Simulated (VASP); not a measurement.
# KTaO3 (P4/mmm) in VASP: notebook

The runs below take KTaO3 through single point, with PBE.

All numbers are computed with VASP 6.6.1; they aren't measurements. Logs are shortened: lines on timing, memory, paths and dates and some standing lists are left out, and cuts for length are marked.

**1. The cell of the first run**

It takes space group P4/mmm (No. 123, tetragonal). The conventional cell has a = 3.988 Å, b = 3.988 Å, c = 3.789 Å, α = 90.00°, β = 90.00°, γ = 90.00°. Within 3.6 Å of K (site symmetry 4/mmm) lie 12 O at 2.75 to 2.82 Å and 8 Ta at 3.40 Å. Ta (site symmetry 4/mmm) has 6 O at 1.89 to 1.99 Å within 2.5 Å. O (site symmetry 4/mmm) has 2 Ta at 1.89 Å within 2.5 Å. Within 2.6 Å of O (site symmetry mmm) lie 2 Ta at 1.99 Å.

**2. Single point, PBE (strain -0.0500 x Voigt [1, 0, 0, 0, 0, 0])**

INCAR reads:

```
SYSTEM = KTaO3
  PREC = Accurate
  ENCUT = 520
  EDIFF = 1E-6
  ISMEAR = 0
  SIGMA = 0.05
  LREAL = .FALSE.
  LASPH = .TRUE.
  NELM = 100
  ALGO = Normal
  ISIF = 2
  LWAVE = .FALSE.
  LCHARG = .TRUE.
  GGA = PE
  LELF = .TRUE.
  LVHAR = .TRUE.
  NBANDS = 27
```

KPOINTS reads:

```
Automatic mesh
0
G
  8 8 8
  0 0 0
```

POSCAR reads:

```
KTaO3
1.0
    3.7888850000      0.0000000000      0.0000000000
    0.0000000000      3.9883000000      0.0000000000
    0.0000000000      0.0000000000      3.9883000000
K Ta O
1 1 3
Direct
    0.5000000000      0.5000000000      0.5000000000
    0.0000000000      0.0000000000      0.0000000000
    0.5000000000      0.0000000000      0.0000000000
    0.0000000000      0.5000000000      0.0000000000
    0.0000000000      0.0000000000      0.5000000000
```

Potentials or basis: VASP PAW PBE potentials, release 64 (K_sv, Ta_pv, O).

On the command line:

```sh
$ cat potpaw_PBE.64/K_sv/POTCAR potpaw_PBE.64/Ta_pv/POTCAR potpaw_PBE.64/O/POTCAR > POTCAR
$ mpirun -np 1 vasp_std > vasp.out
```

OUTCAR:

```text
SYSTEM = KTaO3
   PREC = Accurate
   ENCUT = 520
   EDIFF = 1E-6
   ISMEAR = 0
   LREAL = .FALSE.
   LASPH = .TRUE.
   NELM = 100
   ISIF = 2
   GGA = PE

 ion  position               nearest neighbor table
   1  0.500  0.500  0.500-   4 2.75   5 2.75   4 2.75   5 2.75   4 2.75   5 2.75   4 2.75   5 2.75
                             3 2.82   3 2.82   3 2.82   3 2.82   2 3.40   2 3.40   2 3.40   2 3.40
   2  0.000  0.000  0.000-   3 1.89   3 1.89   5 1.99   5 1.99   4 1.99   4 1.99   1 3.40   1 3.40
                             1 3.40   1 3.40   1 3.40   1 3.40   1 3.40   1 3.40
   3  0.500  0.000  0.000-   2 1.89   2 1.89   1 2.82   1 2.82   1 2.82   1 2.82
   4  0.000  0.500  0.000-   2 1.99   2 1.99   1 2.75   1 2.75   1 2.75   1 2.75
   5  0.000  0.000  0.500-   2 1.99   2 1.99   1 2.75   1 2.75   1 2.75   1 2.75

  LATTYP: Found a simple tetragonal cell.
 ALAT       =     3.9883000000
 C/A-ratio  =     0.9500000000

  Lattice vectors:

 A1 = (   0.0000000000,   3.9883000000,   0.0000000000)
 A2 = (   0.0000000000,   0.0000000000,   3.9883000000)
 A3 = (   3.7888850000,   0.0000000000,   0.0000000000)

Analysis of symmetry for initial positions (statically):
=====================================================================
 Subroutine PRICEL returns:
 Original cell was already a primitive cell.

 Routine SETGRP: Setting up the symmetry group for a
 simple tetragonal supercell.

 Subroutine GETGRP returns: Found 16 space group operations
 (whereof 16 operations were pure point group operations)
 out of a pool of 16 trial point group operations.

The static configuration has the point symmetry D_4h.

Analysis of symmetry for dynamics (positions and initial velocities):
=====================================================================
 Subroutine PRICEL returns:
 Original cell was already a primitive cell.

 Routine SETGRP: Setting up the symmetry group for a
 simple tetragonal supercell.

 Subroutine GETGRP returns: Found 16 space group operations
 (whereof 16 operations were pure point group operations)
 out of a pool of 16 trial point group operations.

The dynamic configuration has the point symmetry D_4h.

 Subroutine INISYM returns: Found 16 space group operations
 (whereof 16 operations are pure point group operations),
 and found     1 'primitive' translations

[... 94 lines left out ...]
   ISPIN  =      1    spin polarized calculation?
   LNONCOLLINEAR =      F non collinear calculations
   LSORBIT =      F    spin-orbit coupling
   LASPH  =      T    aspherical Exc in radial PAW
   ENCUT  =  520.0 eV  38.22 Ry    6.18 a.u.   7.04  7.42  7.42*2*pi/ulx,y,z
   NELM   =    100;   NELMIN=  2; NELMDL= -5     # of ELM steps
   EDIFF  = 0.1E-05   stopping-criterion for ELM
   LREAL  =      F    real-space projection
   EDIFFG = 0.1E-04   stopping-criterion for IOM
   NSW    =      0    number of steps for IOM
   IBRION =     -1    ionic relax: 0-MD 1-quasi-New 2-CG
   NFREE  =      0    steps in history (QN), initial steepest desc. (CG)
   ISIF   =      2    stress and relaxation
   ISYM   =      2    0-nonsym 1-usesym 2-fastsym
   POTIM  = 0.5000    time-step for ionic-motion
   TEBEG  =    0.0;   TEEND  =   0.0 temperature during run
   PSTRESS=    0.0 pullay stress
   NELECT =      38.0000    total number of electrons
   NUPDOWN=      -1.0000    fix difference up-down
   EMIN   =  10.00;   EMAX   =-10.00  energy-range for DOS
   EFERMI =   0.00;   METHOD = LEGACY
   ISMEAR =     0;   SIGMA  =   0.05  broadening in eV -4-tet -1-fermi 0-gaus
   EFERMI_NEDOS =   21; number of points for ismear=-14 and -15
   IALGO  =     38    algorithm
   IMIX   =      4    mixing-type and parameters
     AMIX     =   0.40;   BMIX     =  1.00
     AMIX_MAG =   1.60;   BMIX_MAG =  1.00
  volume/ion in A,a.u.               =      12.05        81.34
  Fermi-wavevector in a.u.,A,eV,Ry     =   1.403806  2.652808 26.812600  1.970671
  Thomas-Fermi vector in A             =   2.526431
   LORBIT       =      0    0 simple, 1 ext, 2 COOP (PROOUT), +10 PAW based schemes
   GGA     = PE    functional components
   LHFCALC =     F    Hartree Fock is set to
   AEXX    =    0.0000 exact exchange contribution
   IVDW    =     0    specifies the selected vdW correction
   LEPSILON=     F    determine dielectric tensor
   LRPA    =     F    only Hartree local field effects (RPA)
 non-spin polarized calculation
 Gauss-broadening in eV      SIGMA  =   0.05
  energy-cutoff  :      520.00
  volume of cell :       60.27
 maximum number of plane-waves:      1655
   NGX = 15   NGY = 15   NGZ = 15

 number of electron      37.9999981 magnetization

 Free energy of the ion-electron system (eV)
  ---------------------------------------------------
  ext. energy  EPLUGINS =         0.00000000
  ---------------------------------------------------
  free energy    TOTEN  =       -40.62541244 eV

  energy without entropy =      -40.62541244  energy(sigma->0) =      -40.62541244

 E-fermi :   2.5372     XC(G=0): -11.1426

 val. band max:        2.2000263858   @ k =   0.5000   0.5000   0.5000
 cond. band min:       4.3856142581   @ k =   0.0000   0.0000   0.0000
 fundamental gap:      2.1855878723
 Fermi energy:         2.5371566233

 k-point     1 :       0.0000    0.0000    0.0000
  band No.  band energies     occupation
      1     -31.8216      2.00000
      2     -31.6978      2.00000
      3     -31.6978      2.00000
      4     -25.1144      2.00000
      5     -15.8099      2.00000
      6     -14.9149      2.00000
[... 709 lines left out ...]
     26      13.6612      0.00000
     27      13.8146      0.00000

 [... further k-points ...]
[... 5 lines left out ...]
  --------------------------------------------------------------------------------------
  -------------------------------------------------------------------------------------
  Total       13.9131224      4.1388184      4.1388184      0.0000000      0.0000000      0.0000000
  in kB      369.8691643    110.0271570    110.0271570      0.0000000      0.0000000      0.0000000
  external PRESSURE =     196.6411594 kB  Pullay stress =       0.0000000 kB

 VOLUME and BASIS-vectors are now :
 -----------------------------------------------------------------------------
  energy-cutoff  :      520.00
  volume of cell :       60.27
      direct lattice vectors                 reciprocal lattice vectors
     3.788885000  0.000000000  0.000000000     0.263929890  0.000000000  0.000000000
     0.000000000  3.988300000  0.000000000     0.000000000  0.250733395  0.000000000
     0.000000000  0.000000000  3.988300000     0.000000000  0.000000000  0.250733395

 POSITION                                       TOTAL-FORCE (eV/Angst)
 -----------------------------------------------------------------------------------
      1.89444      1.99415      1.99415         0.000000      0.000000      0.000000
      0.00000      0.00000      0.00000         0.000000      0.000000      0.000000
      1.89444      0.00000      0.00000         0.000000      0.000000      0.000000
      0.00000      1.99415      0.00000         0.000000      0.000000      0.000000
      0.00000      0.00000      1.99415         0.000000      0.000000      0.000000
 -----------------------------------------------------------------------------------
    total drift:                                0.000000      0.000000     -0.000000

  FREE ENERGIE OF THE ION-ELECTRON SYSTEM (eV)
  ---------------------------------------------------
  free  energy   TOTEN  =       -40.6254124409 eV

  energy  without entropy=      -40.6254124409  energy(sigma->0) =      -40.62541244
```

OSZICAR:

```text
N       E                     dE             d eps       ncg     rms          rms(c)
DAV:   1     0.329639858430E+03    0.32964E+03   -0.20899E+04  4050   0.142E+03
DAV:   2    -0.293086962918E+02   -0.35895E+03   -0.34836E+03  4738   0.414E+02
DAV:   3    -0.483728276302E+02   -0.19064E+02   -0.18972E+02  5600   0.927E+01
DAV:   4    -0.490320880037E+02   -0.65926E+00   -0.65808E+00  6729   0.109E+01
DAV:   5    -0.490356847688E+02   -0.35968E-02   -0.35963E-02  5270   0.818E-01    0.381E+01
DAV:   6    -0.407861348460E+02    0.82495E+01   -0.33766E+01  4793   0.405E+01    0.149E+01
DAV:   7    -0.406822815245E+02    0.10385E+00   -0.15896E+00  5384   0.816E+00    0.102E+01
DAV:   8    -0.406383617763E+02    0.43920E-01   -0.30654E-01  4814   0.462E+00    0.267E+00
DAV:   9    -0.406259079902E+02    0.12454E-01   -0.28375E-02  5145   0.126E+00    0.340E-01
DAV:  10    -0.406253836532E+02    0.52434E-03   -0.91702E-03  5585   0.631E-01    0.103E-01
DAV:  11    -0.406253860429E+02   -0.23897E-05   -0.63559E-04  5507   0.170E-01    0.406E-02
DAV:  12    -0.406254027670E+02   -0.16724E-04   -0.33998E-05  5311   0.439E-02    0.221E-02
DAV:  13    -0.406254123002E+02   -0.95333E-05   -0.12074E-05  5523   0.255E-02    0.445E-03
DAV:  14    -0.406254124409E+02   -0.14070E-06   -0.84215E-07  4113   0.695E-03
   1 F= -.40625412E+02 E0= -.40625412E+02  d E =-.113709E-23
```

Wall time 48 s (1 thread of Intel Xeon 6975P-C (Granite Rapids), shared host); peak memory 0.24 GiB.

Results:

* Free energy: -40.6254 eV
* Pressure: 19.7 GPa
* Band gap on the k mesh: 2.19 eV, indirect (least direct gap 2.74 eV)

Stress tensor (GPa, compression positive):
```
36.99  0.00  0.00
 0.00 11.00  0.00
 0.00  0.00 11.00
```

Levels at points of the mesh, in eV from the valence-band top:
```
           k point  band 17  band 18  band 19  band 20  band 21  band 22
(0.00, 0.00, 0.00)    -0.63    -0.63    -0.56     2.19     2.27     2.27
(0.50, 0.00, 0.00)    -1.61    -0.83    -0.83     2.43     5.83     5.83
(0.00, 0.50, 0.00)    -1.67    -0.94    -0.80     2.43     5.09     5.10
(0.50, 0.50, 0.00)    -1.38    -1.34    -0.11     5.16     5.86     6.97
(0.00, 0.50, 0.50)    -1.90    -1.50    -0.06     5.13     5.13     6.41
(0.50, 0.50, 0.50)    -0.05    -0.05     0.00     6.60     7.13     7.13
```

Caveat: the cell differs from its parent crystal (strain -0.0500 x Voigt [1, 0, 0, 0, 0, 0]); spin-orbit coupling is left out, which moves the levels of the heavy elements. A k mesh can miss the band edges.

**3. Single point, PBE (strain -0.0250 x Voigt [1, 0, 0, 0, 0, 0])**

INCAR reads:

```
SYSTEM = KTaO3
ALGO = Normal
EDIFF = 1E-7
ENCUT = 520
GGA = PE
ISIF = 2
ISMEAR = 0
LASPH = .TRUE.
LCHARG = .FALSE.
LREAL = .FALSE.
LWAVE = .FALSE.
NBANDS = 27
NELM = 60
PREC = Accurate
SIGMA = 0.05
```

KPOINTS reads:

```
k-points
0
G
  8 8 8
  0 0 0
```

POSCAR, as its differences from that of step 2:

```diff
@@ -2,3 +2,3 @@
 1.0
-    3.7888850000      0.0000000000      0.0000000000
+    3.8885925000      0.0000000000      0.0000000000
     0.0000000000      3.9883000000      0.0000000000
```

Potentials or basis: VASP PAW PBE potentials, release 64 (K_sv, Ta_pv, O).

On the command line:

```sh
$ cat potpaw_PBE.64/K_sv/POTCAR potpaw_PBE.64/Ta_pv/POTCAR potpaw_PBE.64/O/POTCAR > POTCAR
$ mpirun -np 1 vasp_std > vasp.out
```

It took 55 s on 1 thread of Intel Xeon 6975P-C (Granite Rapids), shared host; peak memory 0.24 GiB.

The run converged. Its results:

```yaml
Free_energy: -40.9039 eV
Pressure: 12.1 GPa
Band_gap_on_the_k_mesh: 2.18 eV, indirect (least direct gap 2.79 eV)
```

Stress tensor (GPa, compression positive):
```
19.58  0.00  0.00
 0.00  8.40  0.00
 0.00  0.00  8.40
```

Levels at points of the mesh, in eV from the valence-band top:
```csv
k point,band 16,band 17,band 18,band 19,band 20,band 21,band 22,band 23
"(0.00, 0.00, 0.00)",-1.02,-0.63,-0.63,-0.60,2.18,2.22,2.22,6.70
"(0.50, 0.00, 0.00)",-2.14,-1.56,-0.84,-0.84,2.38,5.40,5.40,6.87
"(0.00, 0.50, 0.00)",-2.25,-1.61,-0.90,-0.84,2.38,5.06,5.06,7.12
"(0.50, 0.50, 0.00)",-1.62,-1.41,-1.39,-0.08,5.11,5.43,6.63,7.76
"(0.00, 0.50, 0.50)",-1.66,-1.66,-1.61,-0.05,5.10,5.10,6.37,8.42
"(0.50, 0.50, 0.50)",-3.82,-0.03,-0.03,0.00,6.53,6.78,6.78,8.85
```

Caveat: the cell differs from its parent crystal (strain -0.0250 x Voigt [1, 0, 0, 0, 0, 0]); spin-orbit coupling is left out, which moves the levels of the heavy elements.

**4. Single point, PBE (strain +0.0250 x Voigt [1, 0, 0, 0, 0, 0])**

INCAR reads:

```
ALGO = Normal
EDIFF = 1E-7
ENCUT = 520
GGA = PE
ISIF = 2
ISMEAR = 0
LASPH = True
LCHARG = False
LREAL = False
LWAVE = False
NBANDS = 27
NELM = 100
PREC = Accurate
SIGMA = 0.05
```

KPOINTS reads:

```
k-points
0
Gamma
  8 8 8
```

POSCAR, as its differences from that of step 3:

```diff
@@ -2,3 +2,3 @@
 1.0
-    3.8885925000      0.0000000000      0.0000000000
+    4.0880075000      0.0000000000      0.0000000000
     0.0000000000      3.9883000000      0.0000000000
```

On the command line:

```sh
$ cat potpaw_PBE.64/K_sv/POTCAR potpaw_PBE.64/Ta_pv/POTCAR potpaw_PBE.64/O/POTCAR > POTCAR
$ mpirun -np 1 vasp_std > vasp.out
```

Run time: 54 s. Hardware: 1 thread of Intel Xeon 6975P-C (Granite Rapids), shared host; peak memory 0.25 GiB.

Results (log left out):

* Free energy: -41.0385 eV
* Pressure: 1.3 GPa
* Band gap on the k mesh: 2.10 eV, indirect (least direct gap 2.72 eV)

Stress tensor (GPa, compression positive):
```
-4.28  0.00  0.00
 0.00  4.04  0.00
 0.00  0.00  4.04
```

Levels at points of the mesh, in eV from the valence-band top:
```csv
k point,band 16,band 17,band 18,band 19,band 20,band 21,band 22,band 23
"(0.00, 0.00, 0.00)",-1.00,-0.66,-0.62,-0.62,2.10,2.10,2.13,6.10
"(0.50, 0.00, 0.00)",-2.18,-1.51,-0.89,-0.89,2.26,4.64,4.64,6.70
"(0.00, 0.50, 0.00)",-2.08,-1.43,-0.87,-0.81,2.25,4.94,4.94,6.35
"(0.50, 0.50, 0.00)",-1.72,-1.51,-1.50,-0.05,4.68,4.97,6.05,7.54
"(0.00, 0.50, 0.50)",-1.68,-1.25,-1.25,-0.07,4.98,4.98,6.27,6.94
"(0.50, 0.50, 0.50)",-3.77,-0.04,0.00,0.00,6.18,6.18,6.38,8.77
```

Caveat: the cell differs from its parent crystal (strain +0.0250 x Voigt [1, 0, 0, 0, 0, 0]); spin-orbit coupling is left out, which moves the levels of the heavy elements.

**5. Single point, PBE (strain +0.0500 x Voigt [1, 0, 0, 0, 0, 0])**

INCAR reads:

```
SYSTEM = KTaO3
ALGO = Normal
EDIFF = 1E-7
ENCUT = 520
GGA = PE
ISIF = 2
ISMEAR = 0
LASPH = .True.
LCHARG = .False.
LREAL = .False.
LWAVE = .False.
NBANDS = 27
NELM = 60
PREC = Accurate
SIGMA = 0.05
```

KPOINTS reads:

```
k-points
0
Gamma
  8 8 8
  0 0 0
```

POSCAR, as its differences from that of step 4:

```diff
@@ -2,3 +2,3 @@
 1.0
-    4.0880075000      0.0000000000      0.0000000000
+    4.1877150000      0.0000000000      0.0000000000
     0.0000000000      3.9883000000      0.0000000000
```

On the command line:

```sh
$ cat potpaw_PBE.64/K_sv/POTCAR potpaw_PBE.64/Ta_pv/POTCAR potpaw_PBE.64/O/POTCAR > POTCAR
$ mpirun -np 1 vasp_std > vasp.out
```

Wall time 52 s (1 thread of Intel Xeon 6975P-C (Granite Rapids), shared host); peak memory 0.26 GiB.

Results (log left out):

```
Free energy            : -40.9571 eV
Pressure               : -2.6 GPa
Band gap on the k mesh : 2.01 eV, indirect (least direct gap 2.59 eV)
```

Stress tensor (GPa, compression positive):
```
-12.15   0.00   0.00
  0.00   2.22   0.00
  0.00   0.00   2.22
```

Levels at points of the mesh, in eV from the valence-band top:
```
           k point  band 15  band 16  band 17  band 18  band 19  band 20  band 21  band 22  band 23  band 24
(0.00, 0.00, 0.00)    -0.98    -0.98    -0.69    -0.58    -0.58     2.01     2.01     2.07     5.51     6.50
(0.50, 0.00, 0.00)    -1.97    -1.97    -1.53    -0.95    -0.95     2.17     4.29     4.29     6.59     8.04
(0.00, 0.50, 0.00)    -2.19    -2.06    -1.34    -0.89    -0.76     2.16     4.86     4.86     5.84     7.87
(0.50, 0.50, 0.00)    -2.25    -1.80    -1.59    -1.57    -0.06     4.34     4.89     5.79     7.40     9.65
(0.00, 0.50, 0.50)    -2.98    -1.69    -1.08    -1.08    -0.11     4.90     4.90     6.20     6.28    10.11
(0.50, 0.50, 0.50)    -3.66    -3.66    -0.09     0.00     0.00     5.91     5.91     6.29     8.63     8.63
```

Caveat: the cell differs from its parent crystal (strain +0.0500 x Voigt [1, 0, 0, 0, 0, 0]); spin-orbit coupling is left out, which moves the levels of the heavy elements. A k mesh can miss the band edges.

**6. Summary**

```tsv
cell	gap on the mesh (eV)	pressure (GPa)
a = 3.789, b = 3.988, c = 3.988 Å, 5 atoms	2.19	19.7
a = 3.889, b = 3.988, c = 3.988 Å, 5 atoms	2.18	12.1
a = 4.088, b = 3.988, c = 3.988 Å, 5 atoms	2.10	1.3
a = 4.188, b = 3.988, c = 3.988 Å, 5 atoms	2.01	-2.6
```

Alike in all rows: task single point; level PBE; potentials or basis VASP PAW PBE potentials, release 64 (K_sv, Ta_pv, O); no spin polarisation; k mesh 8 × 8 × 8; cutoff (eV) 520; smearing gaussian 0.05 eV.

Caveats: spin-orbit coupling is left out, which moves the levels of the heavy elements.

Absolute energies hang on the potentials; compare differences alone.
